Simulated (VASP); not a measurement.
# CdO5 (P6/mmm) in VASP: single point with PBE

Aim: the single point of CdO5 with PBE.

Program: VASP 6.6.1. These are calculated values, not measurements. Logs are shortened: lines on timing, memory, paths and dates and some standing lists are left out, and cuts for length are marked.

### 1 The cell of the first run

It takes space group P6/mmm (No. 191, hexagonal). The conventional cell has a = 4.396 Å, b = 4.396 Å, c = 8.047 Å, α = 90.00°, β = 90.00°, γ = 120.00°. Cd (site symmetry 6/mmm) has 6 O at 2.20 Å within 2.9 Å. O (site symmetry 6mm) has 1 O at 1.22 Å within 1.6 Å. Within 2.9 Å of O (site symmetry mmm) lie 4 O at 2.20 Å and 2 Cd at 2.20 Å.

The cell was built from a structure type or drawn by symmetry, and may not be a known phase.

### 2 Single point, PBE, collinear spin, ferromagnetic start

INCAR

```
PREC = Accurate
ENCUT = 520
EDIFF = 1E-6
ISMEAR = 0
SIGMA = 0.1
LREAL = False
LASPH = True
NELM = 150
ALGO = Normal
ISIF = 2
LWAVE = False
LCHARG = False
ISPIN = 2
MAGMOM = 0 0.61 0.61 0.36 0.36 0.36
LORBIT = 11
GGA = PE
NBANDS = 34
```

KPOINTS

```
regular mesh
0
Gamma
  12 12 6
```

POSCAR

```
CdO5
1.0
    4.3962022175      0.0000000000      0.0000000000
   -2.1981011088      3.8072228005      0.0000000000
    0.0000000000      0.0000000000      8.0468223700
Cd O
1 5
Direct
    0.0000000000      0.0000000000      0.0000000000
    0.0000000000      0.0000000000      0.5756218604
    0.0000000000      0.0000000000      0.4243781396
    0.5000000000      0.0000000000      0.0000000000
    0.0000000000      0.5000000000      0.0000000000
    0.5000000000      0.5000000000      0.0000000000
```

Potentials or basis: VASP PAW PBE potentials, release 64 (Cd, O).

Command:

```console
$ cat potpaw_PBE.64/Cd/POTCAR potpaw_PBE.64/O/POTCAR > POTCAR
$ mpirun -np 1 vasp_std > vasp.out
```

OUTCAR:

```text
PREC = Accurate
   ENCUT = 520
   EDIFF = 1E-6
   ISMEAR = 0
   LREAL = False
   LASPH = True
   NELM = 150
   ISIF = 2
   ISPIN = 2
   LORBIT = 11
   GGA = PE

 ion  position               nearest neighbor table
   1  0.000  0.000  0.000-   6 2.20   6 2.20   4 2.20   4 2.20   5 2.20   5 2.20
   2  0.000  0.000  0.576-   3 1.22
   3  0.000  0.000  0.424-   2 1.22
   4  0.500  0.000  0.000-   1 2.20   1 2.20
   5  0.000  0.500  0.000-   1 2.20   1 2.20
   6  0.500  0.500  0.000-   1 2.20   1 2.20

  LATTYP: Found a hexagonal cell.
 ALAT       =     4.3962022175
 C/A-ratio  =     1.8304031461

  Lattice vectors:

 A1 = (   4.3962022175,   0.0000000000,   0.0000000000)
 A2 = (  -2.1981011088,   3.8072228005,   0.0000000000)
 A3 = (   0.0000000000,   0.0000000000,   8.0468223700)

Analysis of symmetry for initial positions (statically):
=====================================================================
 Subroutine PRICEL returns:
 Original cell was already a primitive cell.

 Routine SETGRP: Setting up the symmetry group for a
 hexagonal supercell.

 Subroutine GETGRP returns: Found 24 space group operations
 (whereof 24 operations were pure point group operations)
 out of a pool of 24 trial point group operations.

The static configuration has the point symmetry D_6h.

Analysis of symmetry for dynamics (positions and initial velocities):
=====================================================================
 Subroutine PRICEL returns:
 Original cell was already a primitive cell.

 Routine SETGRP: Setting up the symmetry group for a
 hexagonal supercell.

 Subroutine GETGRP returns: Found 24 space group operations
 (whereof 24 operations were pure point group operations)
 out of a pool of 24 trial point group operations.

The dynamic configuration has the point symmetry D_6h.

Analysis of structural, dynamic, and magnetic symmetry:
=====================================================================
 Subroutine PRICEL returns:
 Original cell was already a primitive cell.

 Routine SETGRP: Setting up the symmetry group for a
 hexagonal supercell.

 Subroutine GETGRP returns: Found 24 space group operations
 (whereof 24 operations were pure point group operations)
 out of a pool of 24 trial point group operations.

The overall configuration has the point symmetry D_6h.

 Subroutine INISYM returns: Found 24 space group operations
 (whereof 24 operations are pure point group operations),
 and found     1 'primitive' translations

[... 137 lines left out ...]
 maximum number of plane-waves:      3644
 NGX is ok and might be reduce to    36
   NGX = 17   NGY = 17   NGZ = 29

 number of electron      41.9999977 magnetization       1.0712712

 Free energy of the ion-electron system (eV)
  ---------------------------------------------------
  ext. energy  EPLUGINS =         0.00000000
  ---------------------------------------------------
  free energy    TOTEN  =       -21.46079841 eV

  energy without entropy =      -21.35087609  energy(sigma->0) =      -21.40583725

 E-fermi :  -2.6771     XC(G=0):  -6.8181

 val. band max:       -2.6771619409   @ k =   0.2500   0.0000   0.0000
 cond. band min:      -2.6758156617   @ k =   0.2500   0.2500   0.5000
 fundamental gap:      0.0013462791
 Fermi energy:        -2.6771313028

 spin component 1

 k-point     1 :       0.0000    0.0000    0.0000
  band No.  band energies     occupation
      1     -29.1964      1.00000
      2     -21.5575      1.00000
      3     -18.7471      1.00000
      4     -18.7471      1.00000
      5     -16.6188      1.00000
      6     -10.0462      1.00000
[... 853 lines left out ...]
     32       9.2247      0.00000
     33       9.2981      0.00000

 [... further k-points ...]

 spin component 2

 k-point     1 :       0.0000    0.0000    0.0000
  band No.  band energies     occupation
      1     -29.1969      1.00000
      2     -21.0348      1.00000
      3     -18.1545      1.00000
      4     -18.1545      1.00000
      5     -16.6198      1.00000
      6     -10.0443      1.00000
[... 853 lines left out ...]
     32       9.2484      0.00000
     33       9.3783      0.00000

 [... further k-points ...]

 [bands above 33 left out]

------------------------ aborting loop because EDIFF is reached ----------------------------------------

  FORCE on cell =-STRESS in cart. coord.  units (eV):
  Direction    XX          YY          ZZ          XY          YZ          ZX
  --------------------------------------------------------------------------------------
  -------------------------------------------------------------------------------------
  Total        0.4282775      0.4282775      1.3257737     -0.0000000      0.0000000     -0.0000000
  in kB        5.0947810      5.0947810     15.7713769     -0.0000000      0.0000000     -0.0000000
  external PRESSURE =       8.6536463 kB  Pullay stress =       0.0000000 kB

 VOLUME and BASIS-vectors are now :
 -----------------------------------------------------------------------------
  energy-cutoff  :      520.00
  volume of cell :      134.68
      direct lattice vectors                 reciprocal lattice vectors
     4.396202217  0.000000000  0.000000000     0.227469063  0.131329325  0.000000000
    -2.198101109  3.807222800  0.000000000     0.000000000  0.262658650  0.000000000
     0.000000000  0.000000000  8.046822370     0.000000000  0.000000000  0.124272657

 POSITION                                       TOTAL-FORCE (eV/Angst)
 -----------------------------------------------------------------------------------
      0.00000      0.00000      0.00000         0.000000      0.000000     -0.000000
      0.00000      0.00000      4.63193        -0.000000     -0.000000      1.234140
      0.00000      0.00000      3.41490        -0.000000      0.000000     -1.234140
      2.19810      0.00000      0.00000         0.000000      0.000000     -0.000000
     -1.09905      1.90361      0.00000         0.000000      0.000000     -0.000000
      1.09905      1.90361      0.00000         0.000000      0.000000     -0.000000
 -----------------------------------------------------------------------------------
    total drift:                               -0.000000     -0.000000     -0.000000

  FREE ENERGIE OF THE ION-ELECTRON SYSTEM (eV)
  ---------------------------------------------------
  free  energy   TOTEN  =       -21.4607984116 eV

  energy  without entropy=      -21.3508760907  energy(sigma->0) =      -21.40583725

 total charge

# of ion       s       p       d       tot
------------------------------------------
    1        0.322   0.281   9.595  10.199
    2        1.613   3.292   0.000   4.905
    3        1.613   3.292   0.000   4.905
    4        1.622   3.112   0.000   4.734
    5        1.622   3.112   0.000   4.734
    6        1.622   3.112   0.000   4.734
--------------------------------------------------
tot          8.414  16.202   9.595  34.211

 magnetization (x)

# of ion       s       p       d       tot
------------------------------------------
    1       -0.017  -0.006   0.088   0.065
    2       -0.000  -0.000   0.000  -0.000
    3       -0.000  -0.000   0.000  -0.000
    4        0.005   0.293   0.000   0.298
    5        0.005   0.293   0.000   0.298
    6        0.005   0.293   0.000   0.298
--------------------------------------------------
tot         -0.002   0.873   0.088   0.959
```

OSZICAR:

```text
N       E                     dE             d eps       ncg     rms          rms(c)
DAV:   1     0.310151296319E+03    0.31015E+03   -0.20753E+04 10464   0.109E+03
[... 28 lines left out ...]
DAV:  30    -0.214607850993E+02    0.76021E-04   -0.44222E-05 10414   0.443E-02    0.123E-01
DAV:  31    -0.214607805902E+02    0.45090E-05   -0.18090E-04 10376   0.101E-01    0.617E-02
DAV:  32    -0.214607668357E+02    0.13755E-04   -0.45688E-05 10868   0.398E-02    0.292E-02
DAV:  33    -0.214607817063E+02   -0.14871E-04   -0.16154E-05 10394   0.248E-02    0.151E-02
DAV:  34    -0.214607965212E+02   -0.14815E-04   -0.72793E-06 10288   0.204E-02    0.924E-03
DAV:  35    -0.214607986186E+02   -0.20975E-05   -0.19044E-06  8844   0.106E-02    0.257E-03
DAV:  36    -0.214607984116E+02    0.20702E-06   -0.19590E-07  6918   0.328E-03
   1 F= -.21460798E+02 E0= -.21405837E+02  d E =-.109922E+00  mag=     1.0718
```

It took 37 min on 1 thread of Oxide Virtual Turin-like, shared host; peak memory 0.62 GiB.

Results:

```
Free energy                                           : -21.4608 eV
Pressure                                              : 0.9 GPa
Largest force                                         : 1.234 eV/Å
Net moment                                            : 1.07 μB per cell
Site moments                                          : Cd +0.07; O -0.00, +0.30 (each value once) μB
Valence electrons inside the program's atomic spheres : Cd 10.20; O 4.91, 4.73 (each value once)
```

Forces on the atoms (eV/Å):
```
Cd   0.000  0.000  0.000
O    0.000  0.000  1.234
O    0.000  0.000 -1.234
O    0.000  0.000  0.000
O    0.000  0.000  0.000
O    0.000  0.000  0.000
```

Stress tensor (GPa, compression positive):
```
0.51 0.00 0.00
0.00 0.51 0.00
0.00 0.00 1.58
```

Levels at points of the mesh, in eV from the Fermi level:
Spin up:
```tsv
k point	band 20	band 21	band 22	band 23	band 24	band 25
(0.00, 0.00, 0.00)	-0.27	0.05	0.05	1.46	1.46	2.97
(0.50, 0.00, 0.00)	-0.38	-0.36	-0.06	0.04	1.33	6.02
(0.00, 0.00, 0.50)	-0.27	0.05	0.05	1.46	1.46	2.86
(0.50, 0.00, 0.50)	-0.38	-0.36	-0.07	0.03	1.33	5.78
```
Spin down:
```csv
k point,band 18,band 19,band 20,band 21,band 22,band 23,band 24,band 25
"(0.00, 0.00, 0.00)",-0.13,-0.13,0.05,0.05,0.78,2.02,2.02,2.99
"(0.50, 0.00, 0.00)",-1.18,-0.98,-0.07,-0.05,0.07,0.30,2.02,6.18
"(0.00, 0.00, 0.50)",-0.13,-0.13,0.05,0.05,0.78,2.02,2.02,2.88
"(0.50, 0.00, 0.50)",-1.17,-0.98,-0.08,-0.04,0.03,0.30,2.02,6.07
```

Caveat: the standard files for N, O and F lose accuracy on very short bonds; forces of over 1 eV/Å act on the atoms, so gaps and moduli don't describe the material at rest.
